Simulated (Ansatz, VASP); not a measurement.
## Two plane-wave programs on Sn

Contents of INCAR:

```
  ALGO = Fast
  EDIFF = 1E-6
  ENCUT = 520
  GGA = PE
  ISIF = 2
  ISMEAR = 0
  LASPH = True
  LCHARG = False
  LREAL = False
  LWAVE = False
  NBANDS = 21
  NELM = 100
  PREC = Accurate
  SIGMA = 0.15
```

Contents of KPOINTS:

```
k-points
0
Gamma
  14 14 14
```

Contents of POSCAR:

```
Sn
1.0
    0.0000000000      3.3370730904      3.0701072432
    3.3370730904      0.0000000000      3.0701072432
    3.3370730904      3.3370730904      0.0000000000
Sn
2
Direct
    0.5000000000      0.5000000000      0.5000000000
    0.7500000000      0.7500000000      0.7500000000
```

Input for Ansatz:

```yaml
crystal:
  lattice:
    - [0.0, 3.3370730904, 3.0701072432]
    - [3.3370730904, 0.0, 3.0701072432]
    - [3.3370730904, 3.3370730904, 0.0]
  atoms:
    - { symbol: Sn, position: [0.5, 0.5, 0.5] }
    - { symbol: Sn, position: [0.75, 0.75, 0.75] }
basis:
  ecutwfc: 420
kpoints:
  mp_grid: { grid: [14, 14, 14] }
hamiltonian:
  xc: pbe
scf:
  occupations: { method: gaussian, width: 0.15 }
output:
  forces: true
  stress: true
  eigenvalues: true
```

Alike in both runs: task single point; functional PBE; k mesh 14 × 14 × 14; occupations gaussian, width 0.15 eV; no spin polarisation.

|  | VASP | Ansatz |
| --- | --- | --- |
| version | VASP 6.6.1 | Ansatz 0.2.0 |
| potentials or method | VASP PAW PBE potentials, release 64 (Sn_d), cutoff 520 eV | scalar-relativistic, plane waves, PAW |
| valence electrons in the cell | 28 | 28 |

```tsv
	VASP	Ansatz	Ansatz less VASP
gap on the k mesh at the Fermi level (eV)	none	none	-
pressure (GPa)	3.1	3.1	+0.07
traceless stress, the component that is largest in VASP (GPa)	1.35	1.35	+0.002
```

A gap of «none» marks a metal or a gap that the smearing closes.
